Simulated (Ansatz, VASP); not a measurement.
ZnO in VASP and in Ansatz

```
CELL_PARAMETERS angstrom
3.23535 0.00000 0.00000
-1.61768 2.80190 0.00000
0.00000 0.00000 5.21091
ATOMIC_POSITIONS crystal
Zn 0.33333 0.66667 0.49966
Zn 0.66667 0.33333 0.99966
O 0.66667 0.33333 0.37935
O 0.33333 0.66667 0.87935
```

Alike in both runs: task single point; functional PBE; dispersion D3(BJ); k mesh 6 × 6 × 4; no spin polarisation.

|  | VASP | Ansatz |
| --- | --- | --- |
| version | VASP 6.6.1 | Ansatz 0.2.0 |
| potentials or method | VASP PAW PBE potentials, release 64 (Zn, O) | plane waves |
| plane-wave cutoff (eV) | 520 | 420 |
| occupations | gaussian, width 0.01 eV | fixed |
| valence electrons in the cell | 36 | 36 |

|  | VASP | Ansatz | Ansatz less VASP |
| --- | --- | --- | --- |
| gap on the k mesh at the Fermi level (eV) | 0.79 | 0.81 | +0.015 |
| pressure (GPa) | 4.1 | 2.9 | -1.14 |
| traceless stress, the component that is largest in VASP (GPa) | 0.10 | 0.11 | +0.015 |
| rms of the force components (eV/Å) | 0.003 | 0.003 | -0.0003 |

Atom by atom the forces differ by 0.000 eV/Å (rms over components).
